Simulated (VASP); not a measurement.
Write the native input for VASP 6.6.1 that does the following.

```yaml
Task: single point
Functional: PBE
Potentials_or_basis: VASP PAW PBE potentials, release 64 (Al, N)
Cutoff: 520 eV
k_mesh: 6 × 6 × 6
Occupations: gaussian, width 0.1 eV
Spin: no spin polarisation
Dipole_correction: no
Further_INCAR_settings: ALGO = Normal; EDIFF = 1e-06; NBANDS = 11
```

The structure of AlN lies in POSCAR:

```
AlN
1.0
    4.5220163858      0.0000000000      0.0000000000
   -2.2610081929      3.9161810664      0.0000000000
    0.0000000000      0.0000000000      3.3749309788
Al N
1 1
Direct
    0.0000000000      0.0000000000      0.5000000000
    0.0000000000      0.0000000000      0.0000000000
```

The cell was built from a structure type or drawn by symmetry, and may not be a known phase.

One way to write it, as run:

INCAR

```
PREC     = Accurate       # precision mode
ENCUT    = 520            # plane-wave cutoff, eV
EDIFF    = 1E-6           # SCF threshold, eV
ISMEAR   = 0              # smearing method
SIGMA    = 0.1            # smearing width, eV
LREAL    = F              # projectors in reciprocal space
LASPH    = T              # aspherical terms in the spheres
NELM     = 100            # most SCF steps
ALGO     = Normal         # electronic algorithm
ISIF     = 2              # what is computed and relaxed
LWAVE    = F              # write WAVECAR
LCHARG   = T              # write CHGCAR
GGA      = PE             # functional
LELF     = T              # ELF
LVHAR    = T            
NBANDS   = 11             # bands
```

KPOINTS

```
Automatic mesh
0
Gamma
  6 6 6
```

Potentials or basis: VASP PAW PBE potentials, release 64 (Al, N).

Launch:

```console
$ cat potpaw_PBE.64/Al/POTCAR potpaw_PBE.64/N/POTCAR > POTCAR
$ mpirun -np 1 vasp_std > vasp.out
```

Results of the run:

```
Pressure               : 0.3 GPa
Band gap on the k mesh : 0.85 eV (least direct gap 1.60 eV)
```

Wall time 17 s on 1 thread of Intel Xeon 8259CL, with other jobs on the host, peak memory 0.18 GiB.
